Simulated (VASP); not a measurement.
# SiF (P-6m2) in VASP: further runs

The runs below take SiF through single point, relaxation of cell and atoms, with PBE.

Everything below comes from runs of VASP 6.6.1. Logs are shortened: lines on timing, memory, paths and dates and some standing lists are left out, and cuts for length are marked.

### Step 1. The cell of the first run

The structure is hexagonal, space group P-6m2 (No. 187). Conventional cell: a = 2.701 Å, b = 2.701 Å, c = 3.875 Å, α = 90.00°, β = 90.00°, γ = 120.00°. Within 3.3 Å of Si (site symmetry -6m2) lie 6 F at 2.49 Å and 6 Si at 2.70 Å. F (site symmetry -6m2) has 6 Si at 2.49 Å and 6 F at 2.70 Å within 3.3 Å.

### Step 2. Single point, PBE, collinear spin, ferromagnetic start

Input file INCAR:

```
PREC     = Accurate       # precision mode
ENCUT    = 520            # plane-wave cutoff, eV
EDIFF    = 1E-6           # SCF threshold, eV
ISMEAR   = 0              # smearing method
SIGMA    = 0.1            # smearing width, eV
LREAL    = F              # projectors in reciprocal space
LASPH    = T              # aspherical terms in the spheres
NELM     = 150            # most SCF steps
ALGO     = Normal         # electronic algorithm
ISIF     = 2              # what is computed and relaxed
LWAVE    = F              # write WAVECAR
LCHARG   = T              # write CHGCAR
ISPIN    = 2              # spin polarisation
MAGMOM   = 0 1            # initial moments
LORBIT   = 11             # projections on sites
GGA      = PE             # functional
LELF     = T              # ELF
LVHAR    = T            
NBANDS   = 16             # bands
```

Input file KPOINTS:

```
regular mesh
0
Gamma
  6 6 4
```

Input file POSCAR:

```
SiF
1.0
    2.7014400243      0.0000000000      0.0000000000
   -1.3507200122      2.3395156878      0.0000000000
    0.0000000000      0.0000000000      3.8751092017
Si F
1 1
Direct
    0.6666666667      0.3333333333      0.0000000000
    0.0000000000      0.0000000000      0.5000000000
```

Potentials or basis: VASP PAW PBE potentials, release 64 (Si, F).

Run with:

```sh
cat potpaw_PBE.64/Si/POTCAR potpaw_PBE.64/F/POTCAR > POTCAR
mpirun -np 1 vasp_std > vasp.out
```

OUTCAR:

```text
PREC = Accurate
   ENCUT = 520
   EDIFF = 1E-6
   ISMEAR = 0
   LREAL = F
   LASPH = T
   NELM = 150
   ISIF = 2
   ISPIN = 2
   LORBIT = 11
   GGA = PE

 ion  position               nearest neighbor table
   1  0.667  0.333  0.000-   2 2.49   2 2.49   2 2.49   2 2.49   2 2.49   2 2.49
   2  0.000  0.000  0.500-   1 2.49   1 2.49   1 2.49   1 2.49   1 2.49   1 2.49

  LATTYP: Found a hexagonal cell.
 ALAT       =     2.7014400243
 C/A-ratio  =     1.4344605717

  Lattice vectors:

 A1 = (   2.7014400243,   0.0000000000,   0.0000000000)
 A2 = (  -1.3507200122,   2.3395156878,   0.0000000000)
 A3 = (   0.0000000000,   0.0000000000,   3.8751092017)

Analysis of symmetry for initial positions (statically):
=====================================================================
 Subroutine PRICEL returns:
 Original cell was already a primitive cell.

 Routine SETGRP: Setting up the symmetry group for a
 hexagonal supercell.

 Subroutine GETGRP returns: Found 12 space group operations
 (whereof 12 operations were pure point group operations)
 out of a pool of 24 trial point group operations.

The static configuration has the point symmetry D_3h.

Analysis of symmetry for dynamics (positions and initial velocities):
=====================================================================
 Subroutine PRICEL returns:
 Original cell was already a primitive cell.

 Routine SETGRP: Setting up the symmetry group for a
 hexagonal supercell.

 Subroutine GETGRP returns: Found 12 space group operations
 (whereof 12 operations were pure point group operations)
 out of a pool of 24 trial point group operations.

The dynamic configuration has the point symmetry D_3h.

Analysis of structural, dynamic, and magnetic symmetry:
=====================================================================
 Subroutine PRICEL returns:
 Original cell was already a primitive cell.

 Routine SETGRP: Setting up the symmetry group for a
 hexagonal supercell.

 Subroutine GETGRP returns: Found 12 space group operations
 (whereof 12 operations were pure point group operations)
 out of a pool of 24 trial point group operations.

The overall configuration has the point symmetry D_3h.

 Subroutine INISYM returns: Found 12 space group operations
 (whereof 12 operations are pure point group operations),
 and found     1 'primitive' translations

----------------------------------------------------------------------------------------

                                     Primitive cell

  volume of cell :      24.4909

  direct lattice vectors                    reciprocal lattice vectors
     2.701440024  0.000000000  0.000000000     0.370172941  0.213719447  0.000000000
    -1.350720012  2.339515688  0.000000000     0.000000000  0.427438895  0.000000000
     0.000000000  0.000000000  3.875109202     0.000000000  0.000000000  0.258057244

  length of vectors
     2.701440024  2.701440024  3.875109202     0.427438895  0.427438895  0.258057244

  position of ions in fractional coordinates (direct lattice)
     0.666666667  0.333333333  0.000000000
     0.000000000  0.000000000  0.500000000

  ion indices of the primitive-cell ions
   primitive index   ion index
                 1           1
                 2           2

----------------------------------------------------------------------------------------

 KPOINTS: regular mesh

Automatic generation of k-mesh.
 Grid dimensions read from file:
 generate k-points for:    6    6    4

 Generating k-lattice:

  Cartesian coordinates                     Fractional coordinates (reciprocal lattice)
     0.061695490  0.035619908  0.000000000     0.166666667 -0.000000000  0.000000000
     0.000000000  0.071239816  0.000000000     0.000000000  0.166666667  0.000000000
     0.000000000  0.000000000  0.064514311     0.000000000  0.000000000  0.250000000

  Length of vectors
     0.071239816  0.071239816  0.064514311

  Shift w.r.t. Gamma in fractional coordinates (k-lattice)
     0.000000000  0.000000000  0.000000000

 Subroutine IBZKPT returns following result:
 ===========================================

 Found     21 irreducible k-points:

 Following reciprocal coordinates:
            Coordinates               Weight
  0.000000  0.000000  0.000000      1.000000
  0.166667  0.000000  0.000000      6.000000
  0.333333  0.000000  0.000000      6.000000
  0.500000  0.000000  0.000000      3.000000
  0.166667  0.166667  0.000000      6.000000
  0.333333  0.166667  0.000000     12.000000
[... 13 lines left out ...]
  0.333333  0.166667  0.500000     12.000000
  0.333333  0.333333  0.500000      2.000000
   k-points           NKPTS =     21   k-points in BZ     NKDIM =     21   number of bands    NBANDS=     16
   number of dos      NEDOS =    301   number of ions     NIONS =      2
   total plane-waves  NPLWV =  12000
   dimension x,y,z NGX =    20 NGY =   20 NGZ =   30
   dimension x,y,z NGXF=    40 NGYF=   40 NGZF=   60
   ions per type =               1   1
[... 86 lines left out ...]
      1     -17.2882      1.00000
      2      -3.4896      1.00000
      3      -0.3192      1.00000
      4       2.3510      1.00000
      5       2.8443      1.00000
      6       9.9214      0.00000
[... 8 lines left out ...]
     15      30.2224      0.00000
     16      30.5862      0.00000

 k-point     3 :       0.3333    0.0000    0.0000
  band No.  band energies     occupation
      1     -16.9224      1.00000
      2      -2.1324      1.00000
      3       0.5246      1.00000
      4       1.5167      1.00000
      5       2.5412      1.00000
      6       7.3065      0.00000
[... 8 lines left out ...]
     15      29.2771      0.00000
     16      32.8813      0.00000
[... 305 lines left out ...]
 k-point    20 :       0.3333    0.1667    0.5000
  band No.  band energies     occupation
      1     -16.6951      1.00000
      2      -1.3553      1.00000
      3       0.1012      1.00000
      4       1.9393      1.00000
      5       2.6258      1.00000
      6       5.8445      0.82730
[... 8 lines left out ...]
     15      28.5975      0.00000
     16      30.0928      0.00000

 k-point    21 :       0.3333    0.3333    0.5000
  band No.  band energies     occupation
      1     -16.6064      1.00000
      2      -0.1190      1.00000
      3       0.5251      1.00000
      4       0.9828      1.00000
      5       3.4796      1.00000
      6       3.8801      1.00000
[... 8 lines left out ...]
     15      28.3737      0.00000
     16      28.4539      0.00000
 Fermi energy:         5.9112242289

 spin component 2

 k-point     1 :       0.0000    0.0000    0.0000
  band No.  band energies     occupation
      1     -17.4615      1.00000
      2      -4.0415      1.00000
      3      -0.6854      1.00000
      4       3.0017      1.00000
      5       3.0017      1.00000
      6       9.9499      0.00000
[... 8 lines left out ...]
     15      27.0385      0.00000
     16      31.6540      0.00000

 k-point     2 :       0.1667    0.0000    0.0000
  band No.  band energies     occupation
      1     -17.2884      1.00000
      2      -3.4898      1.00000
      3      -0.3194      1.00000
      4       2.3508      1.00000
      5       2.8441      1.00000
      6       9.9213      0.00000
[... 8 lines left out ...]
     15      30.2222      0.00000
     16      30.5861      0.00000

 k-point     3 :       0.3333    0.0000    0.0000
  band No.  band energies     occupation
      1     -16.9226      1.00000
      2      -2.1326      1.00000
      3       0.5243      1.00000
      4       1.5165      1.00000
      5       2.5411      1.00000
      6       7.3063      0.00000
[... 8 lines left out ...]
     15      29.2770      0.00000
     16      32.8811      0.00000
[... 305 lines left out ...]
 k-point    20 :       0.3333    0.1667    0.5000
  band No.  band energies     occupation
      1     -16.6953      1.00000
      2      -1.3556      1.00000
      3       0.1011      1.00000
      4       1.9392      1.00000
      5       2.6256      1.00000
      6       5.8442      0.82830
[... 8 lines left out ...]
     15      28.5972      0.00000
     16      30.0927      0.00000

 k-point    21 :       0.3333    0.3333    0.5000
  band No.  band energies     occupation
      1     -16.6066      1.00000
      2      -0.1193      1.00000
      3       0.5250      1.00000
      4       0.9826      1.00000
      5       3.4794      1.00000
      6       3.8798      1.00000
[... 8 lines left out ...]
     15      28.3735      0.00000
     16      28.4536      0.00000

------------------------ aborting loop because EDIFF is reached ----------------------------------------

  FORCE on cell =-STRESS in cart. coord.  units (eV):
  Direction    XX          YY          ZZ          XY          YZ          ZX
  --------------------------------------------------------------------------------------
  -------------------------------------------------------------------------------------
  Total       -0.0995927     -0.0995927      0.0482774      0.0000000      0.0000000      0.0000000
  in kB       -6.5152746     -6.5152746      3.1582667      0.0000000      0.0000000      0.0000000
  external PRESSURE =      -3.2907609 kB  Pullay stress =       0.0000000 kB

 VOLUME and BASIS-vectors are now :
 -----------------------------------------------------------------------------
  energy-cutoff  :      520.00
  volume of cell :       24.49
      direct lattice vectors                 reciprocal lattice vectors
     2.701440024  0.000000000  0.000000000     0.370172941  0.213719447  0.000000000
    -1.350720012  2.339515688  0.000000000     0.000000000  0.427438895  0.000000000
     0.000000000  0.000000000  3.875109202     0.000000000  0.000000000  0.258057244

 POSITION                                       TOTAL-FORCE (eV/Angst)
 -----------------------------------------------------------------------------------
      1.35072      0.77984      0.00000        -0.000000      0.000000      0.000000
      0.00000      0.00000      1.93755         0.000000      0.000000      0.000000
 -----------------------------------------------------------------------------------
    total drift:                               -0.000000      0.000000      0.000000

  FREE ENERGIE OF THE ION-ELECTRON SYSTEM (eV)
  ---------------------------------------------------
  free  energy   TOTEN  =        -8.8530386086 eV

  energy  without entropy=       -8.8487081065  energy(sigma->0) =       -8.85087336

 total charge

# of ion       s       p       d       tot
------------------------------------------
    1        0.924   0.534   0.000   1.457
    2        1.752   4.285   0.000   6.037
--------------------------------------------------
tot          2.676   4.819   0.000   7.495

 magnetization (x)

# of ion       s       p       d       tot
------------------------------------------
    1       -0.000  -0.000   0.000  -0.000
    2       -0.000  -0.000   0.000  -0.000
--------------------------------------------------
tot         -0.000  -0.000   0.000  -0.000
```

Run time: 14 s. Hardware: 1 thread of Intel Xeon 6975P-C, shared host; peak memory 0.14 GiB.

What came out:

```
Free energy                                           : -8.8530 eV
Pressure                                              : -0.3 GPa
Net moment                                            : 0.00 μB per cell
Valence electrons inside the program's atomic spheres : Si 1.46; F 6.04
```

Stress tensor (GPa, compression positive):
```
-0.65  0.00  0.00
 0.00 -0.65  0.00
 0.00  0.00  0.32
```

Caveat: the k points lie up to 0.45 Å⁻¹ apart.

### Step 3. Relaxation of cell and atoms, PBE

This run uses another cell than the first one, of 10.84 Å³/atom, 0.885 times its volume.

Input file INCAR:

```
PREC = Accurate
ENCUT = 600
EDIFF = 1E-6
ISMEAR = 0
SIGMA = 0.1
LREAL = False
LASPH = True
NELM = 80
ALGO = Normal
ISIF = 3
LWAVE = False
LCHARG = False
GGA = PE
IBRION = 2
NSW = 90
EDIFFG = -0.04
```

Input file KPOINTS:

```
regular mesh
0
Gamma
  6 6 6
```

Input file POSCAR:

```
SiF
1.0
    2.9566721500      0.0000000000      0.0000000000
   -1.4783360700      2.5605531900      0.0000000000
    0.0000000000      0.0000000000      2.8634110700
Si F
1 1
Direct
    0.6666666700      0.3333333300      0.0000000000
    0.0000000000      0.0000000000      0.5000000000
```

Potentials or basis: VASP PAW PBE potentials, release 64 (Si, F).

Run with:

```sh
cat potpaw_PBE.64/Si/POTCAR potpaw_PBE.64/F/POTCAR > POTCAR
mpirun -np 1 vasp_std > vasp.out
```

Wall time 34 s (1 thread of Intel Xeon 6975P-C, shared host); peak memory 0.14 GiB.

The run converged. Its results:

* Free energy: -8.7900 eV
* Relaxed volume: 11.96 Å³/atom
* Relaxed cell: a = 2.698 Å, b = 2.698 Å, c = 3.795 Å, α = 90.00°, β = 90.00°, γ = 120.00°
* Space group after relaxing (to 0.05 Å): P-6m2 (No. 187)
* Energy gained by relaxing: 828.9 meV/atom
* Ionic steps: 12
* Pressure after relaxing: 0.2 GPa

Step by step:
| step | energy change (eV) | largest force (eV/Å) | pressure (GPa) | volume (Å³) |
| --- | --- | --- | --- | --- |
| 1 | 0.0000 | 0.0000 | 42.02 | 21.68 |
| 2 | -1.0414 | 0.0000 | -8.95 | 31.69 |
| 3 | -1.0786 | 0.0000 | -3.89 | 29.59 |
| 4 | -1.0785 | 0.0000 | -4.77 | 29.90 |
| 5 | -1.3274 | 0.0000 | -7.06 | 28.99 |
| 6 | -1.3241 | 0.0000 | -13.63 | 25.46 |
| 7 | -1.5061 | 0.0000 | -10.08 | 27.86 |
| 8 | -1.5346 | 0.0000 | -11.34 | 27.31 |
| 9 | -1.6454 | 0.0000 | -2.70 | 24.13 |
| 10 | -1.6453 | 0.0000 | -2.03 | 24.01 |
| 11 | -1.6577 | 0.0000 | 0.44 | 23.91 |
| 12 | -1.6579 | 0.0000 | 0.17 | 23.92 |

Final structure:
```yaml
crystal:
  lattice:
    - [2.69786, 0.00000, 0.00000]
    - [-1.34893, 2.33641, 0.00000]
    - [0.00000, 0.00000, 3.79482]
  atoms:
    - { symbol: Si, position: [0.66667, 0.33333, 0.00000] }
    - { symbol: F, position: [0.00000, 0.00000, 0.50000] }
```

Levels at points of the mesh, in eV from the Fermi level:
```
           k point  band 1  band 2  band 3  band 4  band 5  band 6  band 7  band 8  band 9
(0.00, 0.00, 0.00)  -23.84  -10.00   -6.96   -3.37   -3.37    4.15    7.90   11.04   11.04
(0.50, 0.00, 0.00)  -23.09   -7.80   -5.29   -3.99   -3.71   -1.86    3.92    7.14    8.14
(0.00, 0.00, 0.50)  -23.73  -11.87   -3.34   -3.34   -2.68   -0.14   11.19   11.19   13.33
(0.50, 0.00, 0.50)  -23.05   -7.24   -6.68   -4.44   -3.91   -0.43    4.89    6.51    8.16
```

Caveat: the k points lie up to 0.45 Å⁻¹ apart in the final cell; an odd number of electrons without spin polarisation forces a metal; a magnetic or distorted state may lie lower.

### Step 4. Single point, PBE, collinear spin, ferromagnetic start

This run uses another cell than the first one, of 10.84 Å³/atom, 0.885 times its volume.

Input file INCAR:

```
PREC = Accurate ; ENCUT = 520
EDIFF = 1E-6 ; ISMEAR = 0
SIGMA = 0.1 ; LREAL = F
LASPH = T ; NELM = 150
ALGO = Normal ; ISIF = 2
LWAVE = F ; LCHARG = F
ISPIN = 2 ; MAGMOM = 0 1
LORBIT = 11 ; GGA = PE
NBANDS = 16
```

KPOINTS is that of step 3.

POSCAR is that of step 3.

Run with:

```sh
cat potpaw_PBE.64/Si/POTCAR potpaw_PBE.64/F/POTCAR > POTCAR
mpirun -np 1 vasp_std > vasp.out
```

It took 12 s on 1 thread of Intel Xeon 6975P-C, shared host; peak memory 0.14 GiB.

The run converged. Its results:

```yaml
Free_energy: -7.1295 eV
Pressure: 42.1 GPa
Net_moment: 0.00 μB per cell
Valence_electrons_inside_the_program's_atomic_spheres: Si 1.53; F 6.09
```

Stress tensor (GPa, compression positive):
```
26.31  0.00  0.00
 0.00 26.31  0.00
 0.00  0.00 73.56
```

Levels at points of the mesh, in eV from the Fermi level:
Spin up:
```csv
k point,band 2,band 3,band 4,band 5,band 6,band 7,band 8,band 9
"(0.00, 0.00, 0.00)",-9.06,-8.29,-7.68,-7.68,5.04,5.88,5.88,6.79
"(0.50, 0.00, 0.00)",-11.95,-8.34,-7.73,-3.70,-1.13,5.36,5.46,6.07
"(0.00, 0.00, 0.50)",-12.94,-7.35,-7.35,-2.25,-2.15,7.33,7.33,10.86
"(0.50, 0.00, 0.50)",-10.54,-10.18,-7.84,-4.82,0.93,1.54,3.99,7.06
```
Spin down:
```tsv
k point	band 1	band 2	band 3	band 4	band 5	band 6	band 7	band 8	band 9	band 10
(0.00, 0.00, 0.00)	-27.30	-9.06	-8.29	-7.68	-7.68	5.04	5.88	5.88	6.79	12.32
(0.50, 0.00, 0.00)	-26.76	-11.95	-8.34	-7.73	-3.70	-1.13	5.36	5.46	6.07	12.92
(0.00, 0.00, 0.50)	-26.87	-12.94	-7.35	-7.35	-2.25	-2.15	7.33	7.33	10.86	10.86
(0.50, 0.00, 0.50)	-26.46	-10.54	-10.18	-7.84	-4.82	0.93	1.54	3.99	7.06	10.28
```

Caveat: the k points lie up to 0.41 Å⁻¹ apart.

### Step 5. Overview

```csv
task,spin,cell,k mesh,cutoff (eV),gap on the mesh (eV),pressure (GPa),moment (μB)
single point,"collinear, ferromagnetic start","a = 2.701, b = 2.701, c = 3.875 Å, angles 90.0, 90.0, 120.0°, 2 atoms",6 × 6 × 4,520,none,-0.3,0.00
relaxation of cell and atoms,off,"relaxed from a = 2.957, b = 2.957, c = 2.863 Å, angles 90.0, 90.0, 120.0°, 2 atoms",6 × 6 × 6,600,none,0.2,-
single point,"collinear, ferromagnetic start","a = 2.957, b = 2.957, c = 2.863 Å, angles 90.0, 90.0, 120.0°, 2 atoms",6 × 6 × 6,520,none,42.1,0.00
```

Alike in all rows: level PBE; potentials or basis VASP PAW PBE potentials, release 64 (Si, F); smearing gaussian 0.1 eV.

Caveats: all runs use coarse meshes; an odd number of electrons without spin polarisation forces a metal (some runs); a magnetic or distorted state may lie lower (some runs).

Absolute energies hang on the potentials; compare differences alone.
